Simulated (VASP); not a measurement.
The system is WBr4F2.

```
W Br F
1.0
    -3.50000    3.50000    3.46000
     3.50000   -3.50000    3.46000
     3.50000    3.50000   -3.46000
W Br F
1 4 2
Direct
  0.00000 0.00000 0.00000
  0.24750 0.75250 0.00000
  0.75250 0.24750 0.00000
  0.75250 0.75250 0.50500
  0.24750 0.24750 0.49500
  0.73300 0.73300 0.00000
  0.26700 0.26700 0.00000
```

```yaml
Program: VASP 6.6.1
Task: relaxation of cell and atoms
Functional: PBE
Potentials_or_basis: VASP PAW PBE potentials, release 64 (W_sv, Br, F)
Cutoff: 600 eV
k_mesh: 3 × 3 × 3
Occupations: gaussian, width 0.15 eV
Spin: no spin polarisation
```

At the start: pressure 5.7 GPa; volume 24.22 Å³/atom.

Task: How do energy, volume and symmetry change on relaxing?

Result: Over 9 steps the energy falls by 99.9 meV/atom and the volume is 33.75 Å³/atom (+39.3 %); space group I4/mmm (No. 139, to 0.1 Å) before and after.

Step by step:
```tsv
step	energy change (eV)	largest force (eV/Å)	pressure (GPa)	volume (Å³)
1	0.0000	1.1498	5.67	169.54
2	0.0853	2.7218	-3.72	191.35
3	-0.2053	1.0677	0.65	178.67
4	-0.3633	0.8443	0.38	185.46
5	-0.6254	0.1238	0.52	206.84
6	-0.4818	2.4581	2.82	254.39
7	-0.6514	0.9976	1.75	224.99
8	-0.6985	0.1131	-0.17	237.57
9	-0.6991	0.0089	0.01	236.24
```

Final structure:
```
CELL_PARAMETERS angstrom
-3.85939 3.85939 3.96509
3.85939 -3.85939 3.96509
3.85939 3.85939 -3.96509
ATOMIC_POSITIONS crystal
W 0.00000 0.00000 0.00000
Br 0.22546 0.77454 0.00000
Br 0.77454 0.22546 0.00000
Br 0.77454 0.77454 0.54908
Br 0.22546 0.22546 0.45092
F 0.76207 0.76207 0.00000
F 0.23793 0.23793 0.00000
```

Caveat: the k points lie up to 0.38 Å⁻¹ apart in the final cell; the volume moved by over 15 % at a fixed basis, so the end points are rough; this functional lacks dispersion, which binds layers or chains, so the pressure and a relaxed spacing across them are unreliable.
